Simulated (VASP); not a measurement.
# HfB (Fm-3m) in VASP: notebook, part 2 of 4

VASP 6.6.1. Earlier steps stand in the parts before.

## Step 3: Relaxation of cell and atoms, PBEsol, target pressure 15 GPa, at which the enthalpy is minimised

This run uses another cell than the first one, of 12.74 Å³/atom.

Contents of INCAR:

```
SYSTEM = HfB
  ALGO = Normal
  EDIFF = 1E-7
  EDIFFG = -0.008
  ENCUT = 500
  GGA = PS
  GGA_COMPAT = .False.
  IBRION = 2
  ISIF = 3
  ISMEAR = 0
  LASPH = .True.
  LCHARG = .False.
  LREAL = .False.
  LWAVE = .False.
  NELM = 120
  NELMIN = 4
  NSW = 70
  PREC = Accurate
  PSTRESS = 150.0
  SIGMA = 0.1
```

Contents of KPOINTS:

```
k-points
0
Gamma
  16 16 16
  0 0 0
```

Contents of POSCAR:

```
HfB
1.0
    0.0000000000      2.3355019098      2.3355019098
    2.3355019098      0.0000000000      2.3355019098
    2.3355019098      2.3355019098      0.0000000000
Hf B
1 1
Direct
    0.5000000000      0.5000000000      0.5000000000
    0.0000000000      0.0000000000      0.0000000000
```

Potentials or basis: VASP PAW PBE potentials, release 64 (Hf_pv, B).

The run is started by

```console
$ cat potpaw_PBE.64/Hf_pv/POTCAR potpaw_PBE.64/B/POTCAR > POTCAR
$ mpirun -np 1 vasp_std > vasp.out
```

OUTCAR:

```text
SYSTEM = HfB
   EDIFF = 1E-7
   EDIFFG = -0.008
   ENCUT = 500
   GGA = PS
   IBRION = 2
   ISIF = 3
   ISMEAR = 0
   LASPH = .True.
   LREAL = .False.
   NELM = 120
   NELMIN = 4
   NSW = 70
   PREC = Accurate
   PSTRESS = 150.0

 ion  position               nearest neighbor table
   1  0.500  0.500  0.500-   2 2.34   2 2.34   2 2.34   2 2.34   2 2.34   2 2.34
   2  0.000  0.000  0.000-   1 2.34   1 2.34   1 2.34   1 2.34   1 2.34   1 2.34

  LATTYP: Found a face centered cubic cell.
 ALAT       =     4.6710038196

  Lattice vectors:

 A1 = (   0.0000000000,   2.3355019098,   2.3355019098)
 A2 = (   2.3355019098,   0.0000000000,   2.3355019098)
 A3 = (   2.3355019098,   2.3355019098,   0.0000000000)

Analysis of symmetry for initial positions (statically):
=====================================================================
 Subroutine PRICEL returns:
 Original cell was already a primitive cell.

 Routine SETGRP: Setting up the symmetry group for a
 face centered cubic supercell.

 Subroutine GETGRP returns: Found 48 space group operations
 (whereof 48 operations were pure point group operations)
 out of a pool of 48 trial point group operations.

The static configuration has the point symmetry O_h .

Analysis of symmetry for dynamics (positions and initial velocities):
=====================================================================
 Subroutine PRICEL returns:
 Original cell was already a primitive cell.

 Routine SETGRP: Setting up the symmetry group for a
 face centered cubic supercell.

 Subroutine GETGRP returns: Found 48 space group operations
 (whereof 48 operations were pure point group operations)
 out of a pool of 48 trial point group operations.

The dynamic configuration has the point symmetry O_h .

 Subroutine INISYM returns: Found 48 space group operations
 (whereof 48 operations are pure point group operations),
 and found     1 'primitive' translations
[... 121 lines left out ...]
   LHFCALC =     F    Hartree Fock is set to
   AEXX    =    0.0000 exact exchange contribution
   IVDW    =     0    specifies the selected vdW correction
   LEPSILON=     F    determine dielectric tensor
   LRPA    =     F    only Hartree local field effects (RPA)
 conjugate gradient relaxation of ions
 non-spin polarized calculation
 Gauss-broadening in eV      SIGMA  =   0.10
  energy-cutoff  :      500.00
  volume of cell :       25.48
 maximum number of plane-waves:       660
   NGX = 13   NGY = 13   NGZ = 13

--------------------------------------- Ionic step        1  -------------------------------------------

 number of electron      12.9999999 magnetization

 Free energy of the ion-electron system (eV)
  ---------------------------------------------------
  ext. energy  EPLUGINS =         0.00000000
  ---------------------------------------------------
  free energy    TOTEN  =       -18.31572018 eV

  energy without entropy =      -18.31153045  energy(sigma->0) =      -18.31362532

------------------------ aborting loop because EDIFF is reached ----------------------------------------

  FORCE on cell =-STRESS in cart. coord.  units (eV):
  Direction    XX          YY          ZZ          XY          YZ          ZX
  --------------------------------------------------------------------------------------
  -------------------------------------------------------------------------------------
  Total        2.5589879      2.5589879      2.5589879      0.0000000      0.0000000     -0.0000000
  in kB      160.9193008    160.9193008    160.9193008      0.0000000      0.0000000     -0.0000000
  external PRESSURE =      10.9193008 kB  Pullay stress =     150.0000000 kB
[... 63 lines left out ...]
--------------------------------------- Ionic step        3  -------------------------------------------

 number of electron      12.9999998 magnetization

 Free energy of the ion-electron system (eV)
  ---------------------------------------------------
  ext. energy  EPLUGINS =         0.00000000
  ---------------------------------------------------
  free energy    TOTEN  =       -18.32685740 eV

  energy without entropy =      -18.32267082  energy(sigma->0) =      -18.32476411

 E-fermi :   4.7625     XC(G=0): -12.2262

 val. band max:        4.7455079681   @ k =   0.2500   0.0000   0.0000
 cond. band min:       4.7682529980   @ k =   0.5000   0.2500   0.0000
 fundamental gap:      0.0227450299
 Fermi energy:         4.7625004358

 k-point     1 :       0.0000    0.0000    0.0000
  band No.  band energies     occupation
      1     -23.6890      2.00000
      2     -23.6890      2.00000
      3     -23.6890      2.00000
      4      -4.6839      2.00000
      5       6.8742      0.00000
      6       6.8742      0.00000
      7       6.8742      0.00000
      8       8.6481      0.00000
      9       8.6481      0.00000
     10       8.6481      0.00000
[... 287 lines left out ...]
 k-point    24 :      -0.0625    0.0625    0.0000
  band No.  band energies     occupation
      1     -23.7510      2.00000
      2     -23.7069      2.00000
      3     -23.6912      2.00000
      4      -4.3965      2.00000
      5       6.1483      0.00000
      6       6.2438      0.00000
      7       6.6911      0.00000
      8       7.0361      0.00000
      9       8.1497      0.00000
     10       9.2297      0.00000

 [... further k-points ...]
[... 5 lines left out ...]
  --------------------------------------------------------------------------------------
  -------------------------------------------------------------------------------------
  Total        2.3970407      2.3970407      2.3970407      0.0000000      0.0000000     -0.0000000
  in kB      150.0591345    150.0591345    150.0591345      0.0000000      0.0000000     -0.0000000
  external PRESSURE =       0.0591345 kB  Pullay stress =     150.0000000 kB
[... 21 lines left out ...]
  energy  without entropy=      -18.3226708216  energy(sigma->0) =      -18.32476411

  enthalpy is  TOTEN    =       -15.9307613456 eV   P V=        2.3960960572

 reached required accuracy - stopping structural energy minimisation
```

OSZICAR:

```text
N       E                     dE             d eps       ncg     rms          rms(c)
DAV:   1     0.132779274854E+02    0.13278E+02   -0.73476E+03  2908   0.118E+03
DAV:   2    -0.189303412381E+02   -0.32208E+02   -0.30979E+02  3604   0.192E+02
[... 25 lines left out ...]
DAV:   3    -0.183268738222E+02    0.63059E-03   -0.20367E-03  3164   0.418E-01    0.324E-01
DAV:   4    -0.183268846228E+02   -0.10801E-04   -0.26754E-05  3278   0.584E-02    0.363E-01
DAV:   5    -0.183268583999E+02    0.26223E-04   -0.53490E-05  3218   0.413E-02    0.945E-02
DAV:   6    -0.183268569746E+02    0.14253E-05   -0.95664E-06  3706   0.183E-02    0.218E-02
DAV:   7    -0.183268574919E+02   -0.51726E-06   -0.25552E-07  3152   0.439E-03    0.315E-03
DAV:   8    -0.183268574029E+02    0.89007E-07   -0.96842E-08  1938   0.256E-03
   3 F= -.15930761E+02 E0= -.15928668E+02  d E =-.386994E-03
```

CONTCAR:

```text
HfB
   1.00000000000000
     0.0000000000000000    2.3390051824832323    2.3390051824832323
     2.3390051824832323    0.0000000000000000    2.3390051824832323
     2.3390051824832323    2.3390051824832323   -0.0000000000000000
  Hf              B
     1     1
Direct
     0.5000000000000000    0.5000000000000000    0.5000000000000000
     0.0000000000000000    0.0000000000000000    0.0000000000000000

  0.00000000E+00  0.00000000E+00  0.00000000E+00
  0.00000000E+00  0.00000000E+00  0.00000000E+00
```

Wall time 67 s (1 thread of AMD EPYC 7R13 (Zen 3), shared host); peak memory 0.14 GiB.

What came out:

| Item | Value |
| --- | --- |
| Free energy | -18.3269 eV |
| Relaxed volume | 12.80 Å³/atom |
| Relaxed cell | a = 3.308 Å, b = 3.308 Å, c = 3.308 Å, α = 60.00°, β = 60.00°, γ = 60.00° |
| Space group after relaxing (to 0.1 Å) | Fm-3m (No. 225) |
| Energy change on relaxing (the run minimises the enthalpy) | -5.6 meV/atom |
| Ionic steps | 3 |
| Pressure after relaxing | 15.0 GPa |
| Band gap on the k mesh | zero (an odd number of electrons rules out a gap without spin polarisation) |

The path:
| step | energy change (eV) | largest force (eV/Å) | pressure (GPa) | volume (Å³) |
| --- | --- | --- | --- | --- |
| 1 | 0.0000 | 0.0000 | 16.09 | 25.48 |
| 2 | -0.0293 | 0.0000 | 13.11 | 25.80 |
| 3 | -0.0111 | 0.0000 | 15.01 | 25.59 |

Final structure:
```cif
data_structure
_symmetry_space_group_name_H-M 'P 1'
_symmetry_Int_Tables_number 1
_cell_length_a 3.3079
_cell_length_b 3.3079
_cell_length_c 3.3079
_cell_angle_alpha 60.000
_cell_angle_beta 60.000
_cell_angle_gamma 60.000
_cell_volume 25.59
loop_
_atom_site_label
_atom_site_type_symbol
_atom_site_fract_x
_atom_site_fract_y
_atom_site_fract_z
_atom_site_occupancy
Hf1 Hf 0.50000 0.50000 0.50000 1
B1 B 0.00000 0.00000 0.00000 1
```

Levels at points of the mesh, in eV from the Fermi level:
```
           k point  band 5  band 6  band 7  band 8  band 9  band 10
(0.00, 0.00, 0.00)    2.11    2.11    2.11    3.89    3.89     3.89
(0.50, 0.00, 0.00)   -4.14   -1.31   -1.31    6.25    6.25     7.24
(0.50, 0.50, 0.00)   -1.05   -1.01    2.27    2.27    5.99     7.55
```

Caveat: the cell is relaxed towards a set pressure, so the run minimises the enthalpy, not the energy; the PAW data sets were made with another functional, which shifts forces and pressure a little; spin-orbit coupling is left out, which moves the levels of the heavy elements.

(Continued in part 3 of 4.)

The gap in the log of VASP goes by the Fermi energy; the results here count the filled bands.